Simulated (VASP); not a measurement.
Input of a VASP 6.6.1 run:

Contents of INCAR:

```
SYSTEM = CdS
PREC     = Accurate       ! precision mode
ENCUT    = 500            ! plane-wave cutoff, eV
EDIFF    = 1E-8           ! SCF threshold, eV
ISMEAR   = 0              ! smearing method
SIGMA    = 0.01           ! smearing width, eV
LREAL    = .FALSE.        ! projectors in reciprocal space
LASPH    = .TRUE.         ! aspherical terms in the spheres
NELM     = 120            ! most SCF steps
ALGO     = Normal         ! electronic algorithm
ISIF     = 3              ! what is computed and relaxed
LWAVE    = .FALSE.        ! write WAVECAR
LCHARG   = .FALSE.        ! write CHGCAR
GGA      = PE             ! functional
IBRION   = 6              ! ionic algorithm
NFREE    = 2            
POTIM    = 0.015          ! step
NSW      = 1              ! ionic steps
GGA_COMPAT= .FALSE.
```

Contents of KPOINTS:

```
Automatic mesh
0
G
  6 6 4
  0 0 0
```

POSCAR

```
CdS
1.0
    4.1500000000      0.0000000000      0.0000000000
   -2.0750000000      3.5940054257      0.0000000000
    0.0000000000      0.0000000000      6.7370000000
Cd S
2 2
Direct
    0.6666666667      0.3333333333      0.5000000000
    0.3333333333      0.6666666667      0.0000000000
    0.6666666667      0.3333333333      0.8750000000
    0.3333333333      0.6666666667      0.3750000000
```

Potentials or basis: VASP PAW PBE potentials, release 64 (Cd, S).

The run is started by

```bash
$ cat potpaw_PBE.64/Cd/POTCAR potpaw_PBE.64/S/POTCAR > POTCAR
$ mpirun -np 1 vasp_std > vasp.out
```

(1) Estimate the Voigt bulk modulus.

(2) Estimate the highest phonon frequency at Γ, LO-TO splitting left out.

## Answers

(1) 62 GPa.

(2) 303 cm⁻¹.

Caveat: the cell is under stress, which shifts elastic constants.
